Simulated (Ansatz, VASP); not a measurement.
Given: the input of a run of Ansatz 0.2.0 on Ga.

Contents of input.yaml:

```yaml
crystal:
  lattice:
    - [1.3921592073, -4.05316634, 0.0]
    - [1.3921592073, 4.05316634, 0.0]
    - [-0.1182253154, 0.0, 3.3519825971]
  atoms:
    - { symbol: Ga, position: [0.131, 0.869, 0.75] }
    - { symbol: Ga, position: [0.869, 0.131, 0.25] }
kpoints:
  mp_grid: { grid: [10, 10, 8] }
scf:
  occupations: { method: fermi_dirac, width: 0.05 }
hamiltonian:
  xc: lda
  pseudopotentials: { kind: all_electron, lapw: { basis_error: 0.001 } }
output:
  forces: true
  stress: true
  eigenvalues: true
```

Potentials or basis: all-electron LAPW, scalar-relativistic.

Launch:

```bash
$ ansatz run input.yaml --threads 1 --pin off --max-ram 3072MiB --backend cpu --events-out ev --progress --plain --runs-dir out
```

Q: Set up the same calculation for VASP 6.6.1. Potentials there: VASP PAW LDA potentials, release 64 (Ga_d).

A: As run (the cutoff follows the program's own potentials):

INCAR

```
SYSTEM = Ga
ALGO = Fast ; EDIFF = 1E-6
ENCUT = 520 ; GGA = CA
ISIF = 2 ; ISMEAR = -1
LASPH = .TRUE. ; LCHARG = .FALSE.
LREAL = .FALSE. ; LWAVE = .FALSE.
NBANDS = 20 ; NELM = 100
PREC = Accurate ; SIGMA = 0.05
```

File KPOINTS:

```
k-points
0
G
  10 10 8
  0 0 0
```

File POSCAR:

```
Ga
1.0
    1.3921592073     -4.0531663400      0.0000000000
    1.3921592073      4.0531663400      0.0000000000
   -0.1182253154      0.0000000000      3.3519825971
Ga
2
Direct
    0.1310000000      0.8690000000      0.7500000000
    0.8690000000      0.1310000000      0.2500000000
```

Potentials or basis: VASP PAW LDA potentials, release 64 (Ga_d).

The run is started by

```console
$ cat potpaw_LDA.64/Ga_d/POTCAR > POTCAR
$ mpirun -np 1 vasp_std > vasp.out
```

Both were run:

|  | VASP | Ansatz | Ansatz less VASP |
| --- | --- | --- | --- |
| gap on the k mesh at the Fermi level (eV) | none | none | - |
| pressure (GPa) | -4.8 | -4.8 | +0.03 |
| traceless stress, the component that is largest in VASP (GPa) | -0.47 | -0.46 | +0.006 |
| rms of the force components (eV/Å) | 0.100 | 0.097 | -0.0028 |

LDA's correlation is that of Perdew and Zunger in VASP and of Perdew and Wang (1992) in Ansatz. Atom by atom the forces differ by 0.003 eV/Å (rms over components). A gap of «none» marks a metal or a gap that the smearing closes. Ansatz ran all-electron here, and VASP with PAW potentials.
